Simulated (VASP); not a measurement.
# CoO (Fm-3m) in VASP: notebook

CoO is run at these levels: PBE+U; tasks: single point.

All numbers are computed with VASP 6.6.1; they aren't measurements. Logs are shortened: lines on timing, memory, paths and dates and some standing lists are left out, and cuts for length are marked.

## Step 1: The cell of the first run

Symmetry: Fm-3m, No. 225, cubic system. Conventional cell: a = 4.263 Å, b = 4.263 Å, c = 4.263 Å, α = 90.00°, β = 90.00°, γ = 90.00°. Within 2.8 Å of Co (site symmetry m-3m) lie 6 O at 2.13 Å. Within 2.8 Å of O (site symmetry m-3m) lie 6 Co at 2.13 Å.

## Step 2: Single point, PBE+U, collinear spin, ferromagnetic start

The input, INCAR:

```
SYSTEM = CoO
  ALGO = Normal
  EDIFF = 1E-6
  ENCUT = 520
  GGA = PE
  ISIF = 2
  ISMEAR = -1
  ISPIN = 2
  LASPH = .True.
  LCHARG = .True.
  LDAU = .True.
  LDAUJ = 0 0
  LDAUL = 2 -1
  LDAUPRINT = 1
  LDAUTYPE = 2
  LDAUU = 3.3 0
  LELF = .True.
  LMAXMIX = 4
  LORBIT = 11
  LREAL = .False.
  LVHAR = .True.
  LWAVE = .False.
  MAGMOM = 3 3 0 0
  NBANDS = 27
  NELM = 150
  PREC = Accurate
  SIGMA = 0.05
```

The input, KPOINTS:

```
k-points
0
Gamma
  5 10 10
  0 0 0
```

The input, POSCAR:

```
CoO
1.0
    0.0000000000      4.2630000000      4.2630000000
    2.1315000000      0.0000000000      2.1315000000
    2.1315000000      2.1315000000      0.0000000000
Co O
2 2
Direct
    0.0000000000      0.0000000000      0.0000000000
    0.5000000000      0.0000000000      0.0000000000
    0.2500000000      0.5000000000      0.5000000000
    0.7500000000      0.5000000000      0.5000000000
```

Potentials or basis: VASP PAW PBE potentials, release 64 (Co, O).

On the command line:

```
cat potpaw_PBE.64/Co/POTCAR potpaw_PBE.64/O/POTCAR > POTCAR
mpirun -np 1 vasp_std > vasp.out
```

OUTCAR:

```text
SYSTEM = CoO
   EDIFF = 1E-6
   ENCUT = 520
   GGA = PE
   ISIF = 2
   ISMEAR = -1
   ISPIN = 2
   LASPH = .True.
   LORBIT = 11
   LREAL = .False.
   NELM = 150
   PREC = Accurate

 ion  position               nearest neighbor table
   1  0.000  0.000  0.000-   4 2.13   3 2.13   4 2.13   3 2.13   4 2.13   3 2.13   2 3.01   2 3.01
                             2 3.01   2 3.01   2 3.01   2 3.01
   2  0.500  0.000  0.000-   3 2.13   3 2.13   4 2.13   3 2.13   4 2.13   4 2.13   1 3.01   1 3.01
                             1 3.01   1 3.01   1 3.01   1 3.01
   3  0.250  0.500  0.500-   1 2.13   1 2.13   2 2.13   1 2.13   2 2.13   2 2.13
   4  0.750  0.500  0.500-   2 2.13   1 2.13   2 2.13   1 2.13   2 2.13   1 2.13

  LATTYP: Found a trigonal (rhomboedric) cell.
 ALAT       =     5.2210873867
 COS(alpha) =     0.8333333333

  Lattice vectors:

 A1 = (   2.1315000000,  -2.1315000000,  -4.2630000000)
 A2 = (   4.2630000000,  -2.1315000000,  -2.1315000000)
 A3 = (   2.1315000000,  -4.2630000000,  -2.1315000000)

Analysis of symmetry for initial positions (statically):
=====================================================================
 Subroutine PRICEL returns following result:

  LATTYP: Found a face centered cubic cell.
 ALAT       =     4.2630000000
[... 12 lines left out ...]
 Subroutine GETGRP returns: Found 12 space group operations
 (whereof 12 operations were pure point group operations)
 out of a pool of 12 trial point group operations.

The static configuration has the point symmetry D_3d.

Analysis of symmetry for dynamics (positions and initial velocities):
=====================================================================
 Subroutine PRICEL returns following result:

  LATTYP: Found a face centered cubic cell.
 ALAT       =     4.2630000000
[... 12 lines left out ...]
 Subroutine GETGRP returns: Found 12 space group operations
 (whereof 12 operations were pure point group operations)
 out of a pool of 12 trial point group operations.

The dynamic configuration has the point symmetry D_3d.

Analysis of structural, dynamic, and magnetic symmetry:
=====================================================================
 Subroutine PRICEL returns following result:

  LATTYP: Found a face centered cubic cell.
 ALAT       =     4.2630000000
[... 12 lines left out ...]
 Subroutine GETGRP returns: Found 12 space group operations
[... 222 lines left out ...]
  o =  0.6546  v =  0.0000  0.0000  0.0000  0.0000  0.0000 -0.0000  0.7071 -0.0000  0.7071 -0.0000      0.0000  0.0000  0.0000  0.0000  0.0000  0.0000  0.0000  0.0000  0.0000  0.0000
  o =  0.6547  v =  0.0000  0.0000  0.0000  0.0000  0.0000  0.5774 -0.5774  0.0000  0.5774  0.0000      0.0000  0.0000  0.0000  0.0000  0.0000  0.0000  0.0000  0.0000  0.0000  0.0000
  o =  0.9680  v = -0.5774  0.5774  0.0000 -0.5774  0.0000  0.0000  0.0000  0.0000  0.0000  0.0000      0.0000  0.0000  0.0000  0.0000  0.0000  0.0000  0.0000  0.0000  0.0000  0.0000
  o =  0.9680  v = -0.8164 -0.4199  0.0002  0.3965 -0.0000  0.0000  0.0000  0.0000  0.0000  0.0000      0.0000  0.0000  0.0000  0.0000  0.0000  0.0000  0.0000  0.0000  0.0000  0.0000
  o =  0.9680  v = -0.0135  0.7002  0.0000  0.7138  0.0002  0.0000  0.0000  0.0000  0.0000  0.0000      0.0000  0.0000  0.0000  0.0000  0.0000  0.0000  0.0000  0.0000  0.0000  0.0000
  o =  1.0114  v = -0.0002 -0.0001 -1.0000  0.0001 -0.0000  0.0000  0.0000  0.0000  0.0000  0.0000      0.0000  0.0000  0.0000  0.0000  0.0000  0.0000  0.0000  0.0000  0.0000  0.0000
  o =  1.0114  v =  0.0000 -0.0001 -0.0000 -0.0001  1.0000  0.0000  0.0000  0.0000  0.0000  0.0000      0.0000  0.0000  0.0000  0.0000  0.0000  0.0000  0.0000  0.0000  0.0000  0.0000

 number of electron      30.0000015 magnetization       5.9958345

 Free energy of the ion-electron system (eV)
  ---------------------------------------------------
  ext. energy  EPLUGINS =         0.00000000
  ---------------------------------------------------
  free energy    TOTEN  =       -22.63527798 eV

  energy without entropy =      -22.56174917  energy(sigma->0) =      -22.59851357

 E-fermi :   7.3425     XC(G=0): -12.3755

 val. band max:        7.3400610063   @ k =  -0.4000   0.2000   0.0000
 cond. band min:       7.3437552897   @ k =  -0.4000   0.2000   0.1000
 fundamental gap:      0.0036942834
 Fermi energy:         7.3425166673

 spin component 1

 k-point     1 :       0.0000    0.0000    0.0000
  band No.  band energies     occupation
      1     -12.1315      1.00000
      2     -10.8800      1.00000
      3      -0.4368      1.00000
      4       0.8884      1.00000
      5       0.8885      1.00000
      6       2.7495      1.00000
[... 1433 lines left out ...]
     26      24.2720      0.00000
     27      24.2721      0.00000

 [... further k-points ...]
[... 5 lines left out ...]
  --------------------------------------------------------------------------------------
  -------------------------------------------------------------------------------------
  Total       -0.4517927     -0.4517927     -0.4517927      0.0009856     -0.0009856      0.0009856
  in kB      -18.6867491    -18.6867491    -18.6867491      0.0407663     -0.0407663      0.0407663
  external PRESSURE =     -18.6867491 kB  Pullay stress =       0.0000000 kB

 VOLUME and BASIS-vectors are now :
 -----------------------------------------------------------------------------
  energy-cutoff  :      520.00
  volume of cell :       38.74
      direct lattice vectors                 reciprocal lattice vectors
     0.000000000  4.263000000  4.263000000    -0.117288295  0.117288295  0.117288295
     2.131500000  0.000000000  2.131500000     0.234576589 -0.234576589  0.234576589
     2.131500000  2.131500000  0.000000000     0.234576589  0.234576589 -0.234576589

 POSITION                                       TOTAL-FORCE (eV/Angst)
 -----------------------------------------------------------------------------------
      0.00000      0.00000      0.00000         0.000000      0.000000     -0.000000
      0.00000      2.13150      2.13150        -0.000000     -0.000000     -0.000000
      2.13150      2.13150      2.13150         0.000000      0.000000      0.000000
      2.13150      4.26300      4.26300         0.000000      0.000000      0.000000
 -----------------------------------------------------------------------------------
    total drift:                                0.000000      0.000000      0.000000

  FREE ENERGIE OF THE ION-ELECTRON SYSTEM (eV)
  ---------------------------------------------------
  free  energy   TOTEN  =       -22.6352779758 eV

  energy  without entropy=      -22.5617491683  energy(sigma->0) =      -22.59851357

 total charge

# of ion       s       p       d       tot
------------------------------------------
    1        0.297   0.361   7.138   7.795
    2        0.297   0.361   7.138   7.795
    3        1.552   3.446   0.000   4.998
    4        1.552   3.446   0.000   4.998
--------------------------------------------------
tot          3.698   7.613  14.276  25.587

 magnetization (x)

# of ion       s       p       d       tot
------------------------------------------
    1        0.021   0.018   2.690   2.728
    2        0.021   0.018   2.690   2.728
    3        0.023   0.233   0.000   0.256
    4        0.023   0.233   0.000   0.256
--------------------------------------------------
tot          0.089   0.501   5.380   5.969
```

OSZICAR:

```text
N       E                     dE             d eps       ncg     rms          rms(c)
DAV:   1     0.248946489497E+03    0.24895E+03   -0.13982E+04  6408   0.138E+03
DAV:   2    -0.803042781889E+00   -0.24975E+03   -0.22252E+03  6455   0.317E+02
DAV:   3    -0.263169937002E+02   -0.25514E+02   -0.24741E+02  6930   0.115E+02
DAV:   4    -0.268465914218E+02   -0.52960E+00   -0.52797E+00  6745   0.168E+01
DAV:   5    -0.268626785977E+02   -0.16087E-01   -0.16085E-01  7968   0.276E+00    0.217E+01
DAV:   6    -0.237245055903E+02    0.31382E+01   -0.30259E+01  7907   0.848E+01    0.255E+01
DAV:   7    -0.225131103280E+02    0.12114E+01   -0.84144E+00  7690   0.558E+01    0.117E+01
DAV:   8    -0.225982392282E+02   -0.85129E-01   -0.81011E-01  8084   0.129E+01    0.644E+00
DAV:   9    -0.226767945836E+02   -0.78555E-01   -0.42052E-01  9431   0.111E+01    0.320E+00
DAV:  10    -0.226392656705E+02    0.37529E-01   -0.14579E-01  8255   0.700E+00    0.849E-01
DAV:  11    -0.226354244251E+02    0.38412E-02   -0.41077E-02  9328   0.294E+00    0.239E-01
DAV:  12    -0.226418239904E+02   -0.63996E-02   -0.32349E-02  7572   0.880E-01    0.621E-01
DAV:  13    -0.226353776575E+02    0.64463E-02   -0.37587E-02  8742   0.691E-01    0.165E-01
DAV:  14    -0.226352198133E+02    0.15784E-03   -0.19734E-03  9412   0.273E-01    0.626E-02
DAV:  15    -0.226352653670E+02   -0.45554E-04   -0.12310E-04  6871   0.160E-01    0.264E-02
DAV:  16    -0.226352757038E+02   -0.10337E-04   -0.28258E-05  7428   0.304E-02    0.235E-02
DAV:  17    -0.226352776449E+02   -0.19412E-05   -0.54112E-06  6441   0.290E-02    0.850E-03
DAV:  18    -0.226352779758E+02   -0.33086E-06   -0.14390E-06  3344   0.151E-02
   1 F= -.22635278E+02 E0= -.22598514E+02  d E =-.735288E-01  mag=     5.9958
```

stdout:

```text
POSCAR found type information on POSCAR CoO
 POSCAR found :  2 types and       4 ions
 scaLAPACK will be used
 LDA part: xc-table for (Slater+PW92), standard interpolation
 -----------------------------------------------------------------------------
|                                                                             |
|           W    W    AA    RRRRR   N    N  II  N    N   GGGG   !!!           |
|           W    W   A  A   R    R  NN   N  II  NN   N  G    G  !!!           |
|           W    W  A    A  R    R  N N  N  II  N N  N  G       !!!           |
|           W WW W  AAAAAA  RRRRR   N  N N  II  N  N N  G  GGG   !            |
|           WW  WW  A    A  R   R   N   NN  II  N   NN  G    G                |
|           W    W  A    A  R    R  N    N  II  N    N   GGGG   !!!           |
|                                                                             |
|     Your reciprocal lattice and k-lattice belong to different lattice       |
|     classes:                                                                |
|                                                                             |
|        The reciprocal lattice is rhombohedral (trigonal),                   |
|        whereas your k-lattice is body-centered cubic.                       |
|                                                                             |
|     Results are often still useful ...                                      |
|                                                                             |
 -----------------------------------------------------------------------------

 POSCAR, INCAR and KPOINTS ok, starting setup
 FFT: planning ... GRIDC
 FFT: planning ... GRID_SOFT
 FFT: planning ... GRID
 WAVECAR not read
 entering main loop
```

It took 3.4 min on 1 thread of Intel Xeon 8259CL, shared host; peak memory 0.25 GiB.

Results:

```yaml
Free_energy: -22.6353 eV
Pressure: -1.9 GPa
Band_gap_on_the_k_mesh: zero (filled and empty bands overlap)
Net_moment: 6.00 μB per cell
Site_moments: Co +2.73; O +0.26 μB
Valence_electrons_inside_the_program's_atomic_spheres: Co 7.79; O 5.00
```

Eigenvalues of the final occupation matrices:
| site | spin | trace | eigenvalues |
| --- | --- | --- | --- |
| site 1 d | 1 | 4.93 | 0.97 0.97 0.97 1.01 1.01 |
| site 1 d | 2 | 2.24 | 0.14 0.14 0.65 0.65 0.65 |
| site 2 d | 1 | 4.93 | 0.97 0.97 0.97 1.01 1.01 |
| site 2 d | 2 | 2.24 | 0.14 0.14 0.65 0.65 0.65 |

The state reached can hang on the start; a lower one may exist.

## Step 3: Single point, PBE+U, collinear spin, antiferromagnetic start

The input, INCAR:

```
SYSTEM = CoO
PREC = Accurate
ENCUT = 520
EDIFF = 1E-6
ISMEAR = -1
SIGMA = 0.05
LREAL = .False.
LASPH = .True.
NELM = 150
ALGO = Normal
ISIF = 2
LWAVE = .False.
LCHARG = .False.
ISPIN = 2
MAGMOM = 3 -3 0 0
LORBIT = 11
LMAXMIX = 4
LDAU = .True.
LDAUTYPE = 2
LDAUL = 2 -1
LDAUU = 3.3 0
LDAUJ = 0 0
LDAUPRINT = 1
GGA = PE
NBANDS = 27
```

The input, KPOINTS:

```
Automatic mesh
0
Gamma
  5 10 10
  0 0 0
```

POSCAR is that of step 2.

Potentials or basis: VASP PAW PBE potentials, release 64 (Co, O).

On the command line:

```
cat potpaw_PBE.64/Co/POTCAR potpaw_PBE.64/O/POTCAR > POTCAR
mpirun -np 1 vasp_std > vasp.out
```

OUTCAR:

```text
SYSTEM = CoO
   PREC = Accurate
   ENCUT = 520
   EDIFF = 1E-6
   ISMEAR = -1
   LREAL = .False.
   LASPH = .True.
   NELM = 150
   ISIF = 2
   ISPIN = 2
   LORBIT = 11
   GGA = PE

 ion  position               nearest neighbor table
   1  0.000  0.000  0.000-   4 2.13   3 2.13   4 2.13   3 2.13   4 2.13   3 2.13   2 3.01   2 3.01
                             2 3.01   2 3.01   2 3.01   2 3.01
   2  0.500  0.000  0.000-   3 2.13   3 2.13   4 2.13   3 2.13   4 2.13   4 2.13   1 3.01   1 3.01
                             1 3.01   1 3.01   1 3.01   1 3.01
   3  0.250  0.500  0.500-   1 2.13   1 2.13   2 2.13   1 2.13   2 2.13   2 2.13
   4  0.750  0.500  0.500-   2 2.13   1 2.13   2 2.13   1 2.13   2 2.13   1 2.13

  LATTYP: Found a trigonal (rhomboedric) cell.
 ALAT       =     5.2210873867
 COS(alpha) =     0.8333333333

  Lattice vectors:

 A1 = (   2.1315000000,  -2.1315000000,  -4.2630000000)
 A2 = (   4.2630000000,  -2.1315000000,  -2.1315000000)
 A3 = (   2.1315000000,  -4.2630000000,  -2.1315000000)

Analysis of symmetry for initial positions (statically):
=====================================================================
[... 1767 lines left out ...]
  -------------------------------------------------------------------------------------
  Total       -0.3855489     -0.3855489     -0.3855489     -0.5492785      0.5492785     -0.5492785
  in kB      -15.9468193    -15.9468193    -15.9468193    -22.7188941     22.7188941    -22.7188941
  external PRESSURE =     -15.9468193 kB  Pullay stress =       0.0000000 kB

 VOLUME and BASIS-vectors are now :
 -----------------------------------------------------------------------------
  energy-cutoff  :      520.00
  volume of cell :       38.74
      direct lattice vectors                 reciprocal lattice vectors
     0.000000000  4.263000000  4.263000000    -0.117288295  0.117288295  0.117288295
     2.131500000  0.000000000  2.131500000     0.234576589 -0.234576589  0.234576589
     2.131500000  2.131500000  0.000000000     0.234576589  0.234576589 -0.234576589

 POSITION                                       TOTAL-FORCE (eV/Angst)
 -----------------------------------------------------------------------------------
      0.00000      0.00000      0.00000        -0.000000      0.000000      0.000000
      0.00000      2.13150      2.13150        -0.000000     -0.000000     -0.000000
      2.13150      2.13150      2.13150         0.000000      0.000000      0.000000
      2.13150      4.26300      4.26300         0.000000      0.000000      0.000000
 -----------------------------------------------------------------------------------
    total drift:                                0.000000      0.000000      0.000000

  FREE ENERGIE OF THE ION-ELECTRON SYSTEM (eV)
  ---------------------------------------------------
  free  energy   TOTEN  =       -22.9133186706 eV

  energy  without entropy=      -22.8422146503  energy(sigma->0) =      -22.87776666

 total charge

# of ion       s       p       d       tot
------------------------------------------
    1        0.299   0.360   7.145   7.804
    2        0.299   0.360   7.145   7.804
    3        1.555   3.441   0.000   4.997
    4        1.555   3.441   0.000   4.997
--------------------------------------------------
tot          3.709   7.603  14.289  25.601

 magnetization (x)

# of ion       s       p       d       tot
------------------------------------------
    1        0.004   0.000   2.644   2.648
    2       -0.004  -0.000  -2.644  -2.648
    3        0.000   0.000   0.000   0.000
    4        0.000   0.000   0.000   0.000
--------------------------------------------------
tot          0.000   0.000   0.000   0.000
```

Wall time 3.6 min (1 thread of Intel Xeon 8259CL, shared host); peak memory 0.25 GiB.

What came out:

* Free energy: -22.9133 eV
* Pressure: -1.6 GPa
* Band gap on the k mesh: zero (filled and empty bands overlap)
* Net moment: 0.00 μB per cell
* Site moments: Co +2.65, -2.65; O +0.00 μB
* Valence electrons inside the program's atomic spheres: Co 7.80; O 5.00

Levels at points of the mesh, in eV from the Fermi level:
Spin up:
| k point | band 13 | band 14 | band 15 | band 16 | band 17 | band 18 |
| --- | --- | --- | --- | --- | --- | --- |
| (0.00, 0.00, 0.00) | -2.28 | -1.36 | -0.14 | -0.14 | 1.56 | 2.87 |
| (0.00, 0.50, 0.00) | -1.86 | -1.18 | -0.08 | 0.18 | 3.10 | 3.17 |
Spin down:
```csv
k point,band 12,band 13,band 14,band 15,band 16,band 17,band 18,band 19
"(0.00, 0.00, 0.00)",-2.28,-2.28,-1.36,-0.14,-0.14,1.56,2.87,2.87
"(0.00, 0.50, 0.00)",-2.21,-1.86,-1.18,-0.08,0.18,3.10,3.17,5.48
```

Eigenvalues of the final occupation matrices:
| site | spin | trace | eigenvalues |
| --- | --- | --- | --- |
| site 1 d | 1 | 4.91 | 0.97 0.97 0.97 1.00 1.00 |
| site 1 d | 2 | 2.26 | 0.15 0.15 0.50 0.50 0.95 |
| site 2 d | 1 | 2.26 | 0.15 0.15 0.50 0.50 0.95 |
| site 2 d | 2 | 4.91 | 0.97 0.97 0.97 1.00 1.00 |

The state reached can hang on the start; a lower one may exist.
